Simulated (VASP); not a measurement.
# Ir (I4/mmm) in VASP: a series of runs, part 2 of 2

VASP 6.6.1. The steps go on from the part before.

### 6 Single point, PBE (strain +0.040 along x and y, +0.000 along z)

Input file INCAR:

```
SYSTEM = Ir
  PREC = Accurate
  ENCUT = 520
  EDIFF = 1E-6
  ISMEAR = 0
  SIGMA = 0.15
  LREAL = .FALSE.
  LASPH = .TRUE.
  NELM = 100
  ALGO = Normal
  ISIF = 2
  LWAVE = .FALSE.
  LCHARG = .TRUE.
  GGA = PE
  LELF = .TRUE.
  LVHAR = .TRUE.
  NBANDS = 10
```

Input file KPOINTS:

```
Automatic mesh
0
G
  22 22 22
  0 0 0
```

Input file POSCAR:

```
Ir
1.0
    0.0000000000      1.9964880000      1.9197000000
    1.9964880000      0.0000000000      1.9197000000
    1.9964880000      1.9964880000      0.0000000000
Ir
1
Direct
    0.0000000000      0.0000000000      0.0000000000
```

Potentials or basis: VASP PAW PBE potentials, release 64 (Ir).

Started as:

```console
$ cat potpaw_PBE.64/Ir/POTCAR > POTCAR
$ mpirun -np 1 vasp_std > vasp.out
```

OUTCAR:

```text
SYSTEM = Ir
   PREC = Accurate
   ENCUT = 520
   EDIFF = 1E-6
   ISMEAR = 0
   LREAL = .FALSE.
   LASPH = .TRUE.
   NELM = 100
   ISIF = 2
   GGA = PE

 ion  position               nearest neighbor table
   1  0.000  0.000  0.000-

  LATTYP: Found a body centered tetragonal cell.
 ALAT       =     2.8234604067
 C/A-ratio  =     1.3598207331

  Lattice vectors:

 A1 = (   0.0000000000,  -1.9964880000,  -1.9197000000)
 A2 = (   0.0000000000,   1.9964880000,  -1.9197000000)
 A3 = (   1.9964880000,   0.0000000000,   1.9197000000)

Analysis of symmetry for initial positions (statically):
=====================================================================
 Subroutine PRICEL returns:
 Original cell was already a primitive cell.

 Routine SETGRP: Setting up the symmetry group for a
 body centered tetragonal supercell.

 Subroutine GETGRP returns: Found 16 space group operations
 (whereof 16 operations were pure point group operations)
 out of a pool of 16 trial point group operations.

The static configuration has the point symmetry D_4h.

Analysis of symmetry for dynamics (positions and initial velocities):
[... 159 lines left out ...]

 val. band max:        9.0581109986   @ k =  -0.2273   0.1364   0.3636
 cond. band min:       9.0597111165   @ k =  -0.1364   0.3182   0.2273
 fundamental gap:      0.0016001179
 Fermi energy:         9.0590797689

 k-point     1 :       0.0000    0.0000    0.0000
  band No.  band energies     occupation
      1      -1.1984      2.00000
      2       5.5097      2.00000
      3       5.5097      2.00000
      4       5.9559      2.00000
      5       7.7164      2.00000
      6       8.2983      2.00000
      7      23.5735      0.00000
      8      28.3068      0.00000
      9      28.3068      0.00000
     10      29.4338      0.00000
[... 287 lines left out ...]
 k-point    24 :      -0.4545    0.0455    0.0000
  band No.  band energies     occupation
      1       1.8652      2.00000
      2       5.3930      2.00000
      3       5.7535      2.00000
      4       8.0190      2.00000
      5       9.8620      0.00000
      6      10.1576      0.00000
      7      15.8169      0.00000
      8      23.2381      0.00000
      9      28.0109      0.00000
     10      28.3238      0.00000

 [... further k-points ...]
[... 5 lines left out ...]
  --------------------------------------------------------------------------------------
  -------------------------------------------------------------------------------------
  Total       -1.8571952     -1.8571952     -0.7703626      0.0000000     -0.0000000     -0.0000000
  in kB     -194.4336244   -194.4336244    -80.6508553      0.0000000     -0.0000000     -0.0000000
  external PRESSURE =    -156.5060347 kB  Pullay stress =       0.0000000 kB

 VOLUME and BASIS-vectors are now :
 -----------------------------------------------------------------------------
  energy-cutoff  :      520.00
  volume of cell :       15.30
      direct lattice vectors                 reciprocal lattice vectors
     0.000000000  1.996488000  1.919700000    -0.250439772  0.250439772  0.260457363
     1.996488000  0.000000000  1.919700000     0.250439772 -0.250439772  0.260457363
     1.996488000  1.996488000  0.000000000     0.250439772  0.250439772 -0.260457363

 POSITION                                       TOTAL-FORCE (eV/Angst)
 -----------------------------------------------------------------------------------
      0.00000      0.00000      0.00000         0.000000     -0.000000      0.000000
 -----------------------------------------------------------------------------------
    total drift:                               -0.000000     -0.000000     -0.000000

  FREE ENERGIE OF THE ION-ELECTRON SYSTEM (eV)
  ---------------------------------------------------
  free  energy   TOTEN  =        -8.7976768736 eV

  energy  without entropy=       -8.7840079886  energy(sigma->0) =       -8.79084243
```

OSZICAR:

```text
N       E                     dE             d eps       ncg     rms          rms(c)
DAV:   1     0.475151677053E+02    0.47515E+02   -0.43422E+03 16834   0.812E+02
DAV:   2    -0.843556320479E+01   -0.55951E+02   -0.53059E+02 17038   0.193E+02
DAV:   3    -0.937757461330E+01   -0.94201E+00   -0.93673E+00 19590   0.305E+01
DAV:   4    -0.938613052443E+01   -0.85559E-02   -0.85542E-02 18736   0.270E+00
DAV:   5    -0.938630772487E+01   -0.17720E-03   -0.17720E-03 18922   0.376E-01    0.123E+01
DAV:   6    -0.887756261566E+01    0.50875E+00   -0.10255E+00 18660   0.121E+01    0.478E+00
DAV:   7    -0.880314245311E+01    0.74420E-01   -0.25390E-01 19650   0.550E+00    0.153E+00
DAV:   8    -0.880001538975E+01    0.31271E-02   -0.20953E-03 18012   0.484E-01    0.983E-01
DAV:   9    -0.879766899836E+01    0.23464E-02   -0.15098E-03 18958   0.526E-01    0.138E-02
DAV:  10    -0.879767625115E+01   -0.72528E-05   -0.82704E-06 22032   0.255E-02    0.224E-02
DAV:  11    -0.879767687359E+01   -0.62243E-06   -0.66075E-07 11968   0.102E-02
   1 F= -.87976769E+01 E0= -.87908424E+01  d E =-.136689E-01
```

Run time: 2.1 min. Hardware: 1 thread of Intel Xeon Platinum 8175M at 2.50GHz (Skylake/Cascade Lake), shared host; peak memory 0.26 GiB.

Results:

| Property | Result |
| --- | --- |
| Free energy | -8.7977 eV |
| Pressure | -15.7 GPa |
| Band gap on the k mesh | zero (an odd number of electrons rules out a gap without spin polarisation) |

Stress tensor (GPa, compression positive):
```
-19.44   0.00   0.00
  0.00 -19.44   0.00
  0.00   0.00  -8.07
```

Levels at points of the mesh, in eV from the Fermi level:
| k point | band 2 | band 3 | band 4 | band 5 | band 6 | band 7 |
| --- | --- | --- | --- | --- | --- | --- |
| (0.00, 0.00, 0.00) | -3.55 | -3.55 | -3.10 | -1.34 | -0.76 | 14.51 |
| (0.50, 0.00, 0.00) | -3.74 | -3.24 | -0.51 | 0.66 | 0.93 | 6.54 |
| (0.50, 0.50, 0.00) | -6.51 | 0.74 | 1.33 | 1.33 | 2.29 | 10.18 |
| (0.50, 0.00, 0.50) | -6.46 | 0.76 | 1.07 | 1.49 | 1.51 | 9.19 |

Caveat: the cell differs from its parent crystal (strain +0.040 along x and y, +0.000 along z); the cell stands under tension; spin-orbit coupling is left out, which moves the levels of the heavy elements.

### 7 Overview

```tsv
cell	gap on the mesh (eV)	pressure (GPa)
a = 2.878, b = 2.878, c = 2.932 Å, angles 59.4, 59.4, 61.2°, 1 atom	none	-37.3
a = 2.553, b = 2.553, c = 2.498 Å, angles 60.7, 60.7, 58.6°, 1 atom	none	147.7
a = 2.609, b = 2.609, c = 2.498 Å, angles 61.4, 61.4, 57.2°, 1 atom	none	112.1
a = 2.553, b = 2.553, c = 2.606 Å, angles 59.3, 59.3, 61.4°, 1 atom	none	108.8
a = 2.770, b = 2.770, c = 2.823 Å, angles 59.4, 59.4, 61.3°, 1 atom	none	-15.7
```

Alike in all rows: task single point; level PBE; potentials or basis VASP PAW PBE potentials, release 64 (Ir); no spin polarisation; k mesh 22 × 22 × 22; cutoff (eV) 520; smearing gaussian 0.15 eV.

Caveats: spin-orbit coupling is left out, which moves the levels of the heavy elements; the cell stands under pressure (at least some runs); the cell stands under tension (at least some runs).

Absolute energies hang on the potentials; compare differences alone.
